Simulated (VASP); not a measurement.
# SnO2 (Pnnm) in VASP: a series of runs

SnO2 is run at these levels: LDA; tasks: single point.

Program: VASP 6.6.1. These are calculated values, not measurements. Logs are shortened: lines on timing, memory, paths and dates and some standing lists are left out, and cuts for length are marked.

### Step 1. The cell of the first run

It takes space group Pnnm (No. 58, orthorhombic). The conventional cell has a = 4.788 Å, b = 4.867 Å, c = 3.241 Å, α = 90.00°, β = 90.00°, γ = 90.00°. Within 2.8 Å of Sn (site symmetry 2/m) lie 6 O at 2.09 to 2.10 Å. O (site symmetry m) has 3 Sn at 2.09 to 2.10 Å and 1 O at 2.65 Å within 2.8 Å.

### Step 2. Single point, LDA

Contents of INCAR:

```
SYSTEM = SnO2
PREC = Accurate
ENCUT = 520
EDIFF = 1E-6
ISMEAR = 0
SIGMA = 0.01
LREAL = .FALSE.
LASPH = .TRUE.
NELM = 80
ALGO = Normal
ISIF = 2
LWAVE = .FALSE.
LCHARG = .FALSE.
NBANDS = 35
```

Contents of KPOINTS:

```
Automatic mesh
0
G
  2 2 2
  0 0 0
```

Contents of POSCAR:

```
SnO2
1.0
    4.7880040000      0.0000000000      0.0000000000
    0.0000000000      4.8665820000      0.0000000000
    0.0000000000      0.0000000000      3.2408980000
Sn O
2 4
Direct
    0.5000000000      0.5000000000      0.5000000000
    0.0000000000      0.0000000000      0.0000000000
    0.2918550000      0.3210420000      0.0000000000
    0.7918550000      0.1789580000      0.5000000000
    0.2081450000      0.8210420000      0.5000000000
    0.7081450000      0.6789580000      0.0000000000
```

Potentials or basis: VASP PAW LDA potentials, release 64 (Sn_d, O).

Command:

```bash
$ cat potpaw_LDA.64/Sn_d/POTCAR potpaw_LDA.64/O/POTCAR > POTCAR
$ mpirun -np 1 vasp_std > vasp.out
```

OUTCAR:

```text
SYSTEM = SnO2
   PREC = Accurate
   ENCUT = 520
   EDIFF = 1E-6
   ISMEAR = 0
   LREAL = .FALSE.
   LASPH = .TRUE.
   NELM = 80
   ISIF = 2

 ion  position               nearest neighbor table
   1  0.500  0.500  0.500-   3 2.09   6 2.09   3 2.09   6 2.09   5 2.10   4 2.10
   2  0.000  0.000  0.000-   4 2.09   5 2.09   4 2.09   5 2.09   3 2.10   6 2.10
   3  0.292  0.321  0.000-   1 2.09   1 2.09   2 2.10
   4  0.792  0.179  0.500-   2 2.09   2 2.09   1 2.10
   5  0.208  0.821  0.500-   2 2.09   2 2.09   1 2.10
   6  0.708  0.679  0.000-   1 2.09   1 2.09   2 2.10

  LATTYP: Found a simple orthorhombic cell.
 ALAT       =     3.2408980000
 B/A-ratio  =     1.4773695439
 C/A-ratio  =     1.5016152930

  Lattice vectors:

 A1 = (   0.0000000000,   0.0000000000,   3.2408980000)
 A2 = (   4.7880040000,   0.0000000000,   0.0000000000)
 A3 = (   0.0000000000,   4.8665820000,   0.0000000000)

Analysis of symmetry for initial positions (statically):
=====================================================================
 Subroutine PRICEL returns:
 Original cell was already a primitive cell.

 Routine SETGRP: Setting up the symmetry group for a
 simple orthorhombic supercell.

 Subroutine GETGRP returns: Found  8 space group operations
 (whereof  4 operations were pure point group operations)
 out of a pool of  8 trial point group operations.

The static configuration has the point symmetry C_2h.
 The point group associated with its full space group is D_2h.

Analysis of symmetry for dynamics (positions and initial velocities):
=====================================================================
 Subroutine PRICEL returns:
 Original cell was already a primitive cell.

 Routine SETGRP: Setting up the symmetry group for a
 simple orthorhombic supercell.

 Subroutine GETGRP returns: Found  8 space group operations
 (whereof  4 operations were pure point group operations)
 out of a pool of  8 trial point group operations.

The dynamic configuration has the point symmetry C_2h.
 The point group associated with its full space group is D_2h.

 Subroutine INISYM returns: Found  8 space group operations
 (whereof  4 operations are pure point group operations),
 and found     1 'primitive' translations

----------------------------------------------------------------------------------------

                                     Primitive cell

  volume of cell :      75.5169
[... 81 lines left out ...]
   LREAL  =      F    real-space projection
   EDIFFG = 0.1E-04   stopping-criterion for IOM
   NSW    =      0    number of steps for IOM
   IBRION =     -1    ionic relax: 0-MD 1-quasi-New 2-CG
   NFREE  =      0    steps in history (QN), initial steepest desc. (CG)
   ISIF   =      2    stress and relaxation
   ISYM   =      2    0-nonsym 1-usesym 2-fastsym
   POTIM  = 0.5000    time-step for ionic-motion
   TEBEG  =    0.0;   TEEND  =   0.0 temperature during run
   PSTRESS=    0.0 pullay stress
   NELECT =      52.0000    total number of electrons
   NUPDOWN=      -1.0000    fix difference up-down
   EMIN   =  10.00;   EMAX   =-10.00  energy-range for DOS
   EFERMI =   0.00;   METHOD = LEGACY
   ISMEAR =     0;   SIGMA  =   0.01  broadening in eV -4-tet -1-fermi 0-gaus
   EFERMI_NEDOS =   21; number of points for ismear=-14 and -15
   IALGO  =     38    algorithm
   IMIX   =      4    mixing-type and parameters
     AMIX     =   0.40;   BMIX     =  1.00
     AMIX_MAG =   1.60;   BMIX_MAG =  1.00
  volume/ion in A,a.u.               =      12.59        84.94
  Fermi-wavevector in a.u.,A,eV,Ry     =   1.445644  2.731871 28.434627  2.089886
  Thomas-Fermi vector in A             =   2.563802
   LORBIT       =      0    0 simple, 1 ext, 2 COOP (PROOUT), +10 PAW based schemes
   GGA     = CA    functional components
   LHFCALC =     F    Hartree Fock is set to
   AEXX    =    0.0000 exact exchange contribution
   IVDW    =     0    specifies the selected vdW correction
   LEPSILON=     F    determine dielectric tensor
   LRPA    =     F    only Hartree local field effects (RPA)
 non-spin polarized calculation
 Gauss-broadening in eV      SIGMA  =   0.01
  energy-cutoff  :      520.00
  volume of cell :       75.52
 maximum number of plane-waves:      2060
 NGX is ok and might be reduce to    36
   NGX = 17   NGY = 19   NGZ = 13

 number of electron      51.9999997 magnetization

 Free energy of the ion-electron system (eV)
  ---------------------------------------------------
  ext. energy  EPLUGINS =         0.00000000
  ---------------------------------------------------
  free energy    TOTEN  =       -41.57392982 eV

  energy without entropy =      -41.57392982  energy(sigma->0) =      -41.57392982

 E-fermi :   5.3182     XC(G=0): -11.5136

 val. band max:        5.1926958871   @ k =   0.0000   0.0000   0.0000
 cond. band min:       5.8462822631   @ k =   0.0000   0.0000   0.0000
 fundamental gap:      0.6535863760
 Fermi energy:         5.3181804176

 k-point     1 :       0.0000    0.0000    0.0000
  band No.  band energies     occupation
      1     -15.6854      2.00000
      2     -15.0668      2.00000
      3     -14.8889      2.00000
      4     -14.8581      2.00000
      5     -14.8544      2.00000
      6     -14.7882      2.00000
[... 293 lines left out ...]
     34      15.5936      0.00000
     35      17.6934      0.00000

------------------------ aborting loop because EDIFF is reached ----------------------------------------

  FORCE on cell =-STRESS in cart. coord.  units (eV):
  Direction    XX          YY          ZZ          XY          YZ          ZX
  --------------------------------------------------------------------------------------
  -------------------------------------------------------------------------------------
  Total       -5.2999609     -5.3689797     -3.4006876      0.0000000      0.0000000      0.0000000
  in kB     -112.4447887   -113.9091028    -72.1495131      0.0000000      0.0000000      0.0000000
  external PRESSURE =     -99.5011349 kB  Pullay stress =       0.0000000 kB

 VOLUME and BASIS-vectors are now :
 -----------------------------------------------------------------------------
  energy-cutoff  :      520.00
  volume of cell :       75.52
      direct lattice vectors                 reciprocal lattice vectors
     4.788004000  0.000000000  0.000000000     0.208855298  0.000000000  0.000000000
     0.000000000  4.866582000  0.000000000     0.000000000  0.205483027  0.000000000
     0.000000000  0.000000000  3.240898000     0.000000000  0.000000000  0.308556456

 POSITION                                       TOTAL-FORCE (eV/Angst)
 -----------------------------------------------------------------------------------
      2.39400      2.43329      1.62045         0.000000      0.000000      0.000000
      0.00000      0.00000      0.00000         0.000000      0.000000      0.000000
      1.39740      1.56238      0.00000         0.040704     -0.072284      0.000000
      3.79140      0.87091      1.62045         0.040704      0.072284      0.000000
      0.99660      3.99567      1.62045        -0.040704     -0.072284      0.000000
      3.39060      3.30420      0.00000        -0.040704      0.072284      0.000000
 -----------------------------------------------------------------------------------
    total drift:                                0.000000      0.000000      0.000000

  FREE ENERGIE OF THE ION-ELECTRON SYSTEM (eV)
  ---------------------------------------------------
  free  energy   TOTEN  =       -41.5739298200 eV

  energy  without entropy=      -41.5739298200  energy(sigma->0) =      -41.57392982
```

Wall time 14 s (1 thread of Intel Xeon Platinum 8488C (Sapphire Rapids), shared host); peak memory 0.15 GiB.

Results:

| Item | Value |
| --- | --- |
| Free energy | -41.5739 eV |
| Pressure | -10.0 GPa |
| Largest force | 0.083 eV/Å |
| Band gap on the k mesh | 0.65 eV |

Forces in eV/Å, atoms in the order of the input:
```
Sn   0.000  0.000  0.000
Sn   0.000  0.000  0.000
O    0.041 -0.072  0.000
O    0.041  0.072  0.000
O   -0.041 -0.072  0.000
O   -0.041  0.072  0.000
```

Stress tensor (GPa, compression positive):
```
-11.24   0.00   0.00
  0.00 -11.39   0.00
  0.00   0.00  -7.21
```

Levels at points of the mesh, in eV from the valence-band top:
```csv
k point,band 23,band 24,band 25,band 26,band 27,band 28,band 29,band 30
"(0.00, 0.00, 0.00)",-1.13,-0.64,-0.64,0.00,0.65,5.48,5.79,5.94
"(0.50, 0.00, 0.00)",-1.11,-1.11,-0.45,-0.45,3.70,3.70,6.35,6.35
"(0.00, 0.50, 0.00)",-1.09,-1.09,-0.57,-0.57,3.86,3.86,6.80,6.80
"(0.50, 0.50, 0.00)",-1.23,-1.23,-0.74,-0.74,4.16,4.16,6.94,6.94
"(0.00, 0.00, 0.50)",-1.49,-1.49,-1.07,-1.07,5.46,5.46,9.14,9.14
"(0.50, 0.00, 0.50)",-0.84,-0.84,-0.73,-0.73,5.76,5.76,7.52,7.52
"(0.00, 0.50, 0.50)",-1.05,-1.05,-0.62,-0.62,5.66,5.66,7.31,7.31
"(0.50, 0.50, 0.50)",-0.85,-0.85,-0.67,-0.67,4.22,4.22,8.37,8.37
```

Caveat: the k points lie up to 0.97 Å⁻¹ apart, too coarse for converged energies, forces and pressures; semilocal functionals underestimate gaps, and a narrow one can read as zero; spin-orbit coupling is left out, which moves the levels of the heavy elements.

(Continued in part 2 of 2.)
